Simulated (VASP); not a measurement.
Write the native input for VASP 6.6.1 that does the following.

```
Task                   : single point
Functional             : PBE
Potentials or basis    : VASP PAW PBE potentials, release 64 (Mg)
Cutoff                 : 520 eV
k mesh                 : 15 × 15 × 8
Occupations            : gaussian, width 0.1 eV
Spin                   : no spin polarisation
Dipole correction      : no
Further INCAR settings : ALGO = Fast; EDIFF = 1e-06; NBANDS = 9
```

The structure of Mg lies in POSCAR:

```
Mg
1.0
    3.2092715325      0.0000000000      0.0000000000
   -1.6046357662      2.7793106748      0.0000000000
    0.0000000000      0.0000000000      5.2103300000
Mg
2
Direct
    0.2270106409      0.5912486856      0.2078625538
    0.6666666667      0.3333333333      0.7500000000
```

This cell differs from its parent crystal: one atom moved.

These files were run (other wordings do the same):

INCAR

```
SYSTEM = Mg
PREC = Accurate
ENCUT = 520
EDIFF = 1E-6
ISMEAR = 0
SIGMA = 0.1
LREAL = .False.
LASPH = .True.
NELM = 60
ALGO = Fast
ISIF = 2
LWAVE = .False.
LCHARG = .False.
GGA = PE
NBANDS = 9
```

KPOINTS

```
Automatic mesh
0
Gamma
  15 15 8
  0 0 0
```

Potentials or basis: VASP PAW PBE potentials, release 64 (Mg).

The run is started by

```sh
$ cat potpaw_PBE.64/Mg/POTCAR > POTCAR
$ mpirun -np 1 vasp_std > vasp.out
```

Results of the run:

```yaml
Pressure: 0.3 GPa
Largest_force: 0.693 eV/Å
Band_gap_on_the_k_mesh: zero (band 2 reaches 3.52 eV, above the bottom of band 3 at 1.32 eV)
```

Caveat: the cell differs from its parent crystal (one atom moved).

Wall time 75 s on 1 thread of Intel(R) Xeon(R) 6975P-C (Granite Rapids), with other jobs on the host, peak memory 0.45 GiB.
